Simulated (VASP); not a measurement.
Wanted: the native input for a VASP 6.6.1 run.

| Property | Result |
| --- | --- |
| Task | single point |
| Functional | PBEsol |
| Potentials or basis | VASP PAW PBE potentials, release 64 (Si, W_sv) |
| Cutoff | 520 eV |
| k mesh | 20 × 20 × 20 |
| Occupations | gaussian, width 0.15 eV |
| Spin | no spin polarisation |
| Dipole correction | no |
| Further INCAR settings | ALGO = Normal; EDIFF = 1e-06; NBANDS = 18 |

The structure of Si2W lies in POSCAR:

```
Si2W
1.0
   -1.6813122702      1.6813122702      3.8101696078
    1.6813122702     -1.6813122702      3.8101696078
    1.6813122702      1.6813122702     -3.8101696078
Si W
2 1
Direct
    0.3344989450      0.3344989450      0.0000000000
    0.6655010550      0.6655010550      0.0000000000
    0.0000000000      0.0000000000      0.0000000000
```

This cell differs from its parent crystal: strain +0.050 along x and y, -0.025 along z.

The input as run:

INCAR

```
SYSTEM = Si2W
PREC     = Accurate       ! precision mode
ENCUT    = 520            ! plane-wave cutoff, eV
EDIFF    = 1E-6           ! SCF threshold, eV
ISMEAR   = 0              ! smearing method
SIGMA    = 0.15           ! smearing width, eV
LREAL    = .False.        ! projectors in reciprocal space
LASPH    = .True.         ! aspherical terms in the spheres
NELM     = 80             ! most SCF steps
ALGO     = Normal         ! electronic algorithm
ISIF     = 2              ! what is computed and relaxed
LWAVE    = .False.        ! write WAVECAR
LCHARG   = .True.         ! write CHGCAR
GGA      = PS             ! functional
LELF     = .True.         ! ELF
LVHAR    = .True.       
NBANDS   = 18             ! bands
```

KPOINTS

```
Automatic mesh
0
Gamma
  20 20 20
  0 0 0
```

Potentials or basis: VASP PAW PBE potentials, release 64 (Si, W_sv).

Command:

```console
$ cat potpaw_PBE.64/Si/POTCAR potpaw_PBE.64/W_sv/POTCAR > POTCAR
$ mpirun -np 1 vasp_std > vasp.out
```

Results of the run:

The pressure is -11.8 GPa, the largest force is 0.131 eV/Å and the band gap on the k mesh is zero (bands 11 and 12 overlap by 0.76 eV).

Caveat: the cell differs from its parent crystal (strain +0.050 along x and y, -0.025 along z); the cell stands under tension; the PAW data sets were made with another functional, which shifts forces and pressure a little; spin-orbit coupling is left out, which moves the levels of the heavy elements.

Run time: 14 min on 1 thread of Intel Xeon 8259CL (shared host), peak memory 0.58 GiB.
